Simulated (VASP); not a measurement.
# Zr12B (a cell with a defect) in VASP: further runs, part 2 of 2

VASP 6.6.1.

**4. Single point, PBE**

INCAR reads:

```
ALGO = Normal ; EDIFF = 1E-6
ENCUT = 520 ; GGA = PE
ISIF = 2 ; ISMEAR = 0
LASPH = T ; LCHARG = T
LELF = T ; LREAL = F
LVHAR = T ; LWAVE = F
NBANDS = 86 ; NELM = 60
PREC = Accurate ; SIGMA = 0.1
```

KPOINTS reads:

```
k-points
0
Gamma
  3 2 3
```

POSCAR reads:

```
Zr12B
1.0
    6.4600000000      0.0000000000      0.0000000000
   -4.8450000000      8.3917860000      0.0000000000
    0.0000000000      0.0000000000      5.1453900000
Zr B
12 1
Direct
    0.0690777021     -0.0145816397      0.0566639263
    0.1074055884      0.2027209702      0.5093672200
   -0.0055691944      0.3494809091     -0.0077889140
    0.1608296219      0.5574648829      0.4652555006
   -0.0387799925      0.6459763154     -0.0301353250
    0.2039793013      0.8923232790      0.5612095487
    0.6161133249      0.0326472815     -0.0051069015
    0.6430949863      0.2309613234      0.4970492033
    0.4619437413      0.3236539874     -0.0118560498
    0.6297401564      0.5381361012      0.4709784875
    0.4887582466      0.6752504175     -0.0367070329
    0.6870994144      0.8714799210      0.4828615518
    0.3193190229      0.8085622059      1.2039773467
```

On the command line:

```bash
cat potpaw_PBE.64/Zr_sv/POTCAR potpaw_PBE.64/B/POTCAR > POTCAR
mpirun -np 1 vasp_std > vasp.out
```

Run time: 4.4 min. Hardware: 1 thread of Intel Xeon Platinum 8488C (Sapphire Rapids), shared host; peak memory 0.44 GiB.

The run converged. Its results:

```yaml
Free_energy: -108.8230 eV
Pressure: 3.0 GPa
Largest_force: 0.209 eV/Å
Band_gap_on_the_k_mesh: zero (an odd number of electrons rules out a gap without spin polarisation)
```

Forces in eV/Å, atoms in the order of the input:
```
Zr  -0.080 -0.047  0.041
Zr   0.014  0.010 -0.006
Zr   0.034 -0.016 -0.021
Zr   0.055  0.041 -0.018
Zr   0.098 -0.010  0.000
Zr  -0.153  0.053  0.010
Zr  -0.109 -0.025 -0.025
Zr   0.028  0.024 -0.040
Zr   0.036 -0.026 -0.024
Zr   0.066  0.041 -0.016
Zr   0.076 -0.003 -0.025
Zr  -0.155  0.035 -0.049
B    0.089 -0.076  0.173
```

Stress tensor (GPa, compression positive):
```
 0.98 -0.68 -1.57
-0.68  4.88  0.83
-1.57  0.83  3.15
```

Levels at points of the mesh, in eV from the Fermi level:
```csv
k point,band 71,band 72,band 73,band 74,band 75,band 76,band 77,band 78
"(0.00, 0.00, 0.00)",-0.45,-0.12,0.18,0.18,0.35,0.38,0.55,0.63
"(0.00, 0.50, 0.00)",-0.28,-0.10,0.07,0.26,0.31,0.40,0.48,0.68
```

Caveat: the k points lie up to 0.41 Å⁻¹ apart, too coarse for converged energies and pressures of a metal.

**5. Single point, PBE**

INCAR reads:

```
SYSTEM = Zr12B
PREC     = Accurate       ! precision mode
ENCUT    = 520            ! plane-wave cutoff, eV
EDIFF    = 1E-6           ! SCF threshold, eV
ISMEAR   = 0              ! smearing method
SIGMA    = 0.1            ! smearing width, eV
LREAL    = .FALSE.        ! projectors in reciprocal space
LASPH    = .TRUE.         ! aspherical terms in the spheres
NELM     = 100            ! most SCF steps
ALGO     = Normal         ! electronic algorithm
ISIF     = 2              ! what is computed and relaxed
LWAVE    = .FALSE.        ! write WAVECAR
LCHARG   = .FALSE.        ! write CHGCAR
GGA      = PE             ! functional
NBANDS   = 86             ! bands
```

KPOINTS reads:

```
Automatic mesh
0
G
  3 2 3
  0 0 0
```

POSCAR reads:

```
Zr12B
1.0
    6.4600000000      0.0000000000      0.0000000000
   -4.8450000000      8.3917860000      0.0000000000
    0.0000000000      0.0000000000      5.1453900000
Zr B
12 1
Direct
    0.1162366111     -0.0016715155     -0.0344312093
    0.0944704828      0.1963232857      0.4884341129
   -0.0168655409      0.3571801044      0.0007707871
    0.1249890317      0.5459903291      0.5337284443
   -0.0861857004      0.6480716977      0.0370327614
    0.2639069175      0.8752265608      0.4427423383
    0.6774390830      0.0433148557     -0.0022925376
    0.6265190280      0.2251576720      0.4859635518
    0.4532242239      0.3331792541      0.0057999491
    0.5875251222      0.5230182228      0.5275425186
    0.4574098384      0.6754688454      0.0330231528
    0.7415975526      0.8591668091      0.4983062508
    0.2995733242      0.8348302733      0.8952775203
```

On the command line:

```bash
cat potpaw_PBE.64/Zr_sv/POTCAR potpaw_PBE.64/B/POTCAR > POTCAR
mpirun -np 1 vasp_std > vasp.out
```

Wall time 8 min (1 thread of AMD EPYC 7R13, shared host); peak memory 0.4 GiB.

The run converged. Its results:

| Item | Value |
| --- | --- |
| Free energy | -108.3653 eV |
| Pressure | 2.8 GPa |
| Largest force | 0.075 eV/Å |
| Band gap on the k mesh | zero (an odd number of electrons rules out a gap without spin polarisation) |

Forces on the atoms (eV/Å):
```
Zr  -0.033 -0.041 -0.043
Zr   0.011 -0.009 -0.002
Zr   0.036  0.013 -0.002
Zr   0.031  0.015  0.028
Zr   0.001 -0.018  0.012
Zr  -0.066  0.035 -0.009
Zr  -0.034  0.012 -0.004
Zr   0.019  0.017 -0.016
Zr   0.027  0.000  0.019
Zr   0.020 -0.004  0.027
Zr   0.030 -0.003  0.026
Zr  -0.048  0.012  0.004
B    0.007 -0.028 -0.039
```

Stress tensor (GPa, compression positive):
```
 0.87  0.63  1.71
 0.63  7.14 -0.93
 1.71 -0.93  0.45
```

Levels at points of the mesh, in eV from the Fermi level:
```
           k point  band 70  band 71  band 72  band 73  band 74  band 75  band 76  band 77
(0.00, 0.00, 0.00)    -0.50    -0.39    -0.06     0.04     0.22     0.33     0.46     0.58
(0.00, 0.50, 0.00)    -0.39    -0.34    -0.18     0.07     0.40     0.44     0.51     0.65
```

Caveat: the k points lie up to 0.41 Å⁻¹ apart, too coarse for converged energies and pressures of a metal.

**6. Single point, PBE**

INCAR reads:

```
PREC = Accurate
ENCUT = 520
EDIFF = 1E-7
ISMEAR = 0
SIGMA = 0.1
LREAL = False
LASPH = True
NELM = 60
ALGO = Normal
ISIF = 2
LWAVE = False
LCHARG = False
GGA = PE
NBANDS = 86
```

KPOINTS reads:

```
regular mesh
0
Gamma
  3 2 3
```

POSCAR reads:

```
Zr12B
1.0
    6.4600000000      0.0000000000      0.0000000000
   -4.8450000000      8.3917860000      0.0000000000
    0.0000000000      0.0000000000      5.1453900000
Zr B
12 1
Direct
    0.1841353040      0.0299073403      0.0099978816
    0.0742306943      0.1995538256      0.5015233053
   -0.0621448194      0.3553173305      0.0070233743
    0.0745834838      0.5214776688      0.5093779092
   -0.0873901012      0.6662976153      0.0008619366
    0.3119148438      0.8567661282      0.4857394678
    0.7078251806      0.0323285174      0.0032870200
    0.5813778439      0.2091155566      0.5009620262
    0.4304537826      0.3509959620     -0.0048903970
    0.5701859697      0.5219876913      0.4984026478
    0.4367924381      0.6686503922      0.0013614128
    0.8085285170      0.8521587657      0.4967421323
    0.3104042036      0.8503061208      0.9827991659
```

Potentials or basis: VASP PAW PBE potentials, release 64 (Zr_sv, B).

On the command line:

```bash
cat potpaw_PBE.64/Zr_sv/POTCAR potpaw_PBE.64/B/POTCAR > POTCAR
mpirun -np 1 vasp_std > vasp.out
```

Run time: 9.8 min. Hardware: 1 thread of AMD EPYC 7R13, shared host; peak memory 0.4 GiB.

It converged, with:

```
Free energy            : -108.4013 eV
Pressure               : 3.7 GPa
Largest force          : 0.081 eV/Å
Band gap on the k mesh : zero (an odd number of electrons rules out a gap without spin polarisation)
```

Forces on the atoms (eV/Å):
```
Zr   0.005 -0.002 -0.015
Zr  -0.003  0.002  0.004
Zr   0.003  0.000  0.019
Zr   0.000 -0.003  0.031
Zr  -0.009 -0.003  0.031
Zr   0.000  0.008 -0.040
Zr  -0.009 -0.013 -0.001
Zr  -0.017 -0.001 -0.007
Zr   0.009  0.014 -0.005
Zr   0.002  0.022  0.027
Zr   0.011 -0.016  0.030
Zr   0.001 -0.010  0.007
B    0.007  0.004 -0.081
```

Stress tensor (GPa, compression positive):
```
 0.94 -0.21  0.03
-0.21 10.10  0.00
 0.03  0.00 -0.03
```

Levels at points of the mesh, in eV from the Fermi level:
| k point | band 71 | band 72 | band 73 | band 74 | band 75 | band 76 |
| --- | --- | --- | --- | --- | --- | --- |
| (0.00, 0.00, 0.00) | -0.45 | -0.30 | 0.09 | 0.16 | 0.30 | 0.40 |
| (0.00, 0.50, 0.00) | -0.34 | -0.04 | 0.02 | 0.25 | 0.50 | 0.74 |

Caveat: the k points lie up to 0.41 Å⁻¹ apart, too coarse for converged energies and pressures of a metal.

**7. Summary**

| cell | gap on the mesh (eV) | pressure (GPa) | largest force (eV/Å) |
| --- | --- | --- | --- |
| as given, atomic positions A | none | 3.1 | 0.99 |
| as given, atomic positions B | none | 2.9 | 0.04 |
| as given, atomic positions C | none | 3.0 | 0.21 |
| as given, atomic positions D | none | 2.8 | 0.08 |
| as given, atomic positions E | none | 3.7 | 0.08 |

Alike in all rows: task single point; level PBE; potentials or basis VASP PAW PBE potentials, release 64 (Zr_sv, B); no spin polarisation; k mesh 3 × 2 × 3; cutoff (eV) 520; smearing gaussian 0.1 eV.

Caveats: all runs use coarse meshes.

Total energies depend on the potentials used, so only differences within one code and one set of settings carry meaning.
